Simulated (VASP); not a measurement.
Input of a VASP 6.6.1 run:

The input INCAR:

```
PREC = Accurate
ENCUT = 600
EDIFF = 1E-6
ISMEAR = -1
SIGMA = 0.02
LREAL = False
LASPH = True
NELM = 120
ALGO = Normal
ISIF = 2
LWAVE = False
LCHARG = True
GGA = PE
LELF = True
LVHAR = True
NBANDS = 75
GGA_COMPAT = False
```

The input KPOINTS:

```
regular mesh
0
Gamma
  6 6 8
```

Contents of POSCAR:

```
Ge3N4
1.0
    7.8026096201      0.0000000000      0.0000000000
   -3.9013048100      6.7572581468      0.0000000000
    0.0000000000      0.0000000000      3.1289704933
Ge N
6 8
Direct
    0.8353703656      0.2397734851      0.7500000000
    0.5955968805      0.8353703656      0.2500000000
    0.2397734851      0.4044031195      0.2500000000
    0.7602265149      0.5955968805      0.7500000000
    0.4044031195      0.1646296344      0.7500000000
    0.1646296344      0.7602265149      0.2500000000
    0.6666666667      0.3333333333      0.7500000000
    0.3333333333      0.6666666667      0.2500000000
    0.6711634456      0.9738746812      0.7500000000
    0.6972887643      0.6711634456      0.2500000000
    0.9738746812      0.3027112357      0.2500000000
    0.0261253188      0.6972887643      0.7500000000
    0.3288365544      0.0261253188      0.2500000000
    0.3027112357      0.3288365544      0.7500000000
```

Potentials or basis: VASP PAW PBE potentials, release 64 (Ge_d, N).

Run with:

```bash
$ cat potpaw_PBE.64/Ge_d/POTCAR potpaw_PBE.64/N/POTCAR > POTCAR
$ mpirun -np 1 vasp_std > vasp.out
```

(1) Predict the largest force.

(2) Estimate the band gap on the k mesh.

## Answers

(1) 0.096 eV/Å.

(2) 2.60 eV (least direct gap 2.69 eV).

Caveat: the cell differs from its parent crystal (epitaxial xy strain -3.0%).
